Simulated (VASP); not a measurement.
Here is a VASP 6.6.1 calculation.

The input INCAR:

```
SYSTEM = H8Os
  ALGO = Normal
  EDIFF = 1E-6
  ENCUT = 420
  GGA = PE
  GGA_COMPAT = .FALSE.
  ISIF = 2
  ISMEAR = 0
  LASPH = .TRUE.
  LCHARG = .FALSE.
  LREAL = .FALSE.
  LWAVE = .FALSE.
  NBANDS = 22
  NELM = 120
  NELMDL = -8
  PREC = Accurate
  SIGMA = 0.01
```

File KPOINTS:

```
k-points
0
G
  1 1 1
  0 0 0
```

File POSCAR:

```
H8Os
1.0
   12.3400000000      0.0000000000      0.0000000000
    0.0000000000     12.3400000000      0.0000000000
    0.0000000000      0.0000000000     10.2700000000
Os H
1 8
Direct
    0.4998144200      0.4998144200      0.5373739000
    0.6349611000      0.4998128000      0.5622794500
    0.4998160500      0.6349611000      0.5622794500
    0.3646677500      0.4998160500      0.5622794500
    0.4998128000      0.3646677500      0.5622794500
    0.5713201000      0.5713184800      0.4381694300
    0.4283103700      0.5713201000      0.4381694300
    0.4283087500      0.4283103700      0.4381694300
    0.5713184800      0.4283087500      0.4381694300
```

Potentials or basis: VASP PAW PBE potentials, release 64 (Os_sv_GW, H).

Command:

```console
$ cat potpaw_PBE.64/Os_sv_GW/POTCAR potpaw_PBE.64/H/POTCAR > POTCAR
$ mpirun -np 1 vasp_gam > vasp.out
```

**Question.** What does it give for the gap between the frontier levels?

**Answer.** 2.89 eV.

**Question.** Predict the largest force.

**Answer.** 0.383 eV/Å.

Forces in eV/Å, atoms in the order of the input:
```
Os   0.000  0.000 -0.383
H   -0.178  0.000  0.027
H    0.000 -0.178  0.027
H    0.178  0.000  0.027
H    0.000  0.178  0.027
H   -0.098 -0.098  0.069
H    0.098 -0.098  0.069
H    0.098  0.098  0.069
H   -0.098  0.098  0.069
```

Caveat: spin-orbit coupling is left out, which moves the levels of the heavy elements.
